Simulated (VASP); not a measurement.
Set up this calculation in VASP 6.6.1, as the native input.

| Item | Value |
| --- | --- |
| Task | single point |
| Functional | PBEsol |
| Potentials or basis | VASP PAW PBE potentials, release 64 (Si, N) |
| Cutoff | 520 eV |
| k mesh | 1 × 1 × 1 |
| Occupations | gaussian, width 0.02 eV |
| Spin | collinear spin, zero start |
| Starting moments | [0.0, 0.0, 0.0, 0.0, 0.0, 0.0, 0.0, 0.0, 0.0, 0.0, 0.0, 0.0, 0.0, 0.0, 0.0, 0.0, 0.0] μB |
| Dipole correction | no |
| Further INCAR settings | LREAL = Auto; ALGO = Normal; EDIFF = 1e-06; NBANDS = 52 |

The structure of Si16N (a cell with a defect) lies in POSCAR:

```
Si16N
1.0
    0.0000000000      5.4300000000      5.4300000000
    5.4300000000      0.0000000000      5.4300000000
    5.4300000000      5.4300000000      0.0000000000
Si N
16 1
Direct
    0.0322581952     -0.0273488029     -0.0329368324
    0.0964788214      0.1649263352      0.0884482505
   -0.1339106814      0.0266195212      0.4194987109
    0.2876965009      0.0188911602      0.6351532228
   -0.0785675875      0.5190189687     -0.0677436464
   -0.0208634438      0.6370813076      0.1961201657
    0.1453750460      0.3967142726      0.4812096685
    0.0836654696      0.6719245856      0.5705750460
    0.4750040516      0.0672953959      0.0003066298
    0.6462676796      0.1615500000      0.1006794659
    0.6407290055     -0.2481982505      0.5061752302
    0.6685782689      0.2539651934      0.6562322284
    0.4244252302      0.4601615101      0.1920902394
    0.5796498158      0.6909400552      0.1086347145
    0.4568711786      0.6021185083      0.4830671271
    0.8037988950      0.4312394107      0.7552257827
    0.7028039595      0.9899997238      0.3437229282
```

These files were run (other wordings do the same):

INCAR

```
PREC = Accurate
ENCUT = 520
EDIFF = 1E-6
ISMEAR = 0
SIGMA = 0.02
LREAL = Auto
LASPH = T
NELM = 150
ALGO = Normal
ISIF = 2
LWAVE = F
LCHARG = F
ISPIN = 2
MAGMOM = 0 0 0 0 0 0 0 0 0 0 0 0 0 0 0 0 0
LORBIT = 11
GGA = PS
NBANDS = 52
```

KPOINTS

```
Automatic mesh
0
Gamma
  1 1 1
```

Potentials or basis: VASP PAW PBE potentials, release 64 (Si, N).

Run with:

```bash
$ cat potpaw_PBE.64/Si/POTCAR potpaw_PBE.64/N/POTCAR > POTCAR
$ mpirun -np 1 vasp_gam > vasp.out
```

It gave:

| Item | Value |
| --- | --- |
| Pressure | 3.9 GPa |
| Largest force | 0.902 eV/Å |
| Band gap on the k mesh | 0.27 eV |
| Net moment | -1.00 μB per cell |
| Site moments | Si -0.02, -0.03, -0.01, +0.00, -0.04, -0.06, -0.08; N -0.02 μB |
| Valence electrons inside the program's atomic spheres | Si 1.67, 1.66, 1.63, 1.70, 1.59, 1.73, 1.68, 1.71, 1.62; N 3.81 |

Caveat: the k points lie up to 1.00 Å⁻¹ apart; the PAW data sets were made with another functional, which shifts forces and pressure a little.

It took 69 s on 1 thread of AMD EPYC 9R14 (Zen 4), on a shared host, peak memory 0.56 GiB.
